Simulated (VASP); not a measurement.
Input of a VASP 6.6.1 run:

INCAR

```
ALGO = Normal
EDIFF = 1E-6
ENCUT = 520
GGA = PE
ISIF = 2
ISMEAR = 0
LASPH = True
LCHARG = False
LREAL = False
LWAVE = False
NBANDS = 33
NELM = 80
PREC = Accurate
SIGMA = 0.1
```

The input KPOINTS:

```
k-points
0
Gamma
  8 8 8
```

Contents of POSCAR:

```
GeSb2Te4
1.0
   -3.0583952344      3.0583952344      6.0646947681
    3.0583952344     -3.0583952344      6.0646947681
    3.0583952344      3.0583952344     -6.0646947681
Ge Sb Te
1 2 4
Direct
    0.0000000000      0.0000000000      0.0000000000
    0.5000000000      0.5000000000      0.0000000000
    0.2500000000      0.7500000000      0.5000000000
    0.5036689678      0.0036689678      0.5000000000
    0.2460852985      0.2460852985      0.0000000000
    0.9963310322      0.4963310322      0.5000000000
    0.7539147015      0.7539147015      0.0000000000
```

Potentials or basis: VASP PAW PBE potentials, release 64 (Ge_d, Sb, Te).

Launch:

```sh
$ cat potpaw_PBE.64/Ge_d/POTCAR potpaw_PBE.64/Sb/POTCAR potpaw_PBE.64/Te/POTCAR > POTCAR
$ mpirun -np 1 vasp_std > vasp.out
```

(1) Estimate the pressure.

(2) Predict the band gap on the k mesh.

(3) Predict the largest force.

Results:

(1) 0.0 GPa.

(2) zero (band 24 reaches 5.43 eV, above the bottom of band 25 at 5.28 eV).

(3) 0.009 eV/Å.

Caveat: spin-orbit coupling is left out, which moves the levels of the heavy elements.
